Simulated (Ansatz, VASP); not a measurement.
**YSe: VASP beside Ansatz**

```
CELL_PARAMETERS angstrom
0.00000 2.82063 2.82063
2.82063 0.00000 2.82063
2.82063 2.82063 0.00000
ATOMIC_POSITIONS crystal
Y 0.50000 0.50000 0.50000
Se 0.00000 0.00000 0.00000
```

Alike in both runs: task single point; functional LDA; k mesh 9 × 9 × 9; occupations fermi-dirac, width 0.02 eV; no spin polarisation.

```csv
,VASP,Ansatz
version,VASP 6.6.1,Ansatz 0.2.0
potentials or method,"VASP PAW LDA potentials, release 64 (Y_sv, Se), cutoff 520 eV","all-electron LAPW, scalar-relativistic"
```

Ansatz gave:

```
pressure (GPa) : 0.0
```

Problem. What did VASP give for the same quantities?

Solution. Pressure (GPa): 0.2.

LDA's correlation is that of Perdew and Zunger in VASP and of Perdew and Wang (1992) in Ansatz. Ansatz ran all-electron here, and VASP with PAW potentials.
